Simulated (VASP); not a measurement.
## SnS2: single point with RPBE+D3(BJ)

SnS2:

```
CELL_PARAMETERS angstrom
3.67431 0.00000 0.00000
-1.83715 3.18204 0.00000
0.00000 0.00000 6.22883
ATOMIC_POSITIONS crystal
Sn 0.00000 0.00000 0.00000
S 0.33333 0.66667 0.23465
S 0.66667 0.33333 0.76535
```

- Program: VASP 6.6.1
- Task: single point
- Functional: RPBE
- Dispersion: D3(BJ)
- Potentials or basis: VASP PAW PBE potentials, release 64 (Sn_d, S)
- Cutoff: 500 eV
- k mesh: 6 × 6 × 4
- Occupations: gaussian, width 0.1 eV
- Spin: no spin polarisation
- Dipole correction: no
- Further INCAR settings: ALGO = Normal; EDIFF = 1e-06; NBANDS = 20

The pressure is -6.5 GPa, the largest force is 0.302 eV/Å and the band gap on the k mesh is 1.69 eV (least direct gap 1.97 eV). The dispersion energy per atom is -1.340 eV.

Forces on the atoms (eV/Å):
```
Sn   0.000  0.000  0.000
S    0.000  0.000 -0.302
S    0.000  0.000  0.302
```

Stress tensor (GPa, compression positive):
```
-7.93  0.00  0.00
 0.00 -7.93  0.00
 0.00  0.00 -3.74
```

Levels at points of the mesh, in eV from the valence-band top:
| k point | band 9 | band 10 | band 11 | band 12 | band 13 | band 14 | band 15 | band 16 | band 17 | band 18 |
| --- | --- | --- | --- | --- | --- | --- | --- | --- | --- | --- |
| (0.00, 0.00, 0.00) | -0.50 | -0.50 | -0.18 | -0.18 | -0.08 | 2.22 | 3.90 | 5.56 | 5.56 | 8.79 |
| (0.50, 0.00, 0.00) | -4.16 | -2.31 | -2.26 | -0.61 | -0.19 | 1.82 | 4.80 | 6.41 | 6.53 | 7.58 |
| (0.00, 0.00, 0.50) | -1.37 | -0.54 | -0.54 | -0.11 | -0.11 | 3.07 | 3.93 | 5.43 | 5.43 | 9.28 |
| (0.50, 0.00, 0.50) | -4.40 | -2.23 | -1.72 | -0.47 | -0.36 | 1.69 | 5.01 | 6.01 | 6.57 | 7.01 |

Run time: 22 s on 1 thread of Intel(R) Xeon(R) Platinum 8259CL CPU @ 2.50GHz (Skylake/Cascade Lake), on a shared host, peak memory 0.2 GiB.

Caveat: three body term missing; the cell stands under tension; the dispersion term is far too large for a dense solid, which distorts pressure and volume; the PAW data sets were made with another functional, which shifts forces and pressure a little; spin-orbit coupling is left out, which moves the levels of the heavy elements. A k mesh can miss the band edges.
